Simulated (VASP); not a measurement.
A run of VASP 6.6.1:

The input INCAR:

```
PREC = Accurate
ENCUT = 520
EDIFF = 1E-7
ISMEAR = -1
SIGMA = 0.02
LREAL = False
LASPH = True
NELM = 80
ALGO = Normal
ISIF = 2
LWAVE = False
LCHARG = False
GGA = PE
NBANDS = 12
```

The input KPOINTS:

```
regular mesh
0
Gamma
  8 8 8
```

The input POSCAR:

```
LiCl
1.0
    0.0595803275      2.7926228713      2.7926228713
    2.7926228713      0.0595803275      2.7926228713
    2.7926228713      2.7926228713      0.0595803275
Li Cl
1 1
Direct
    0.0018820899      0.0018820899      0.0018820899
    0.2481179101      0.2481179101      0.2481179101
```

Potentials or basis: VASP PAW PBE potentials, release 64 (Li_sv, Cl).

Launch:

```sh
$ cat potpaw_PBE.64/Li_sv/POTCAR potpaw_PBE.64/Cl/POTCAR > POTCAR
$ mpirun -np 1 vasp_std > vasp.out
```

Hardware: 1 thread of Intel(R) Xeon(R) Platinum 8259CL CPU @ 2.50GHz (Skylake/Cascade Lake), with other jobs on the host.

How long does it take, and how much memory?

Run time: 30 s on 1 thread of Intel(R) Xeon(R) Platinum 8259CL CPU @ 2.50GHz (Skylake/Cascade Lake) (shared host), peak memory 0.17 GiB. Counts: scf iterations 14, k points 65.
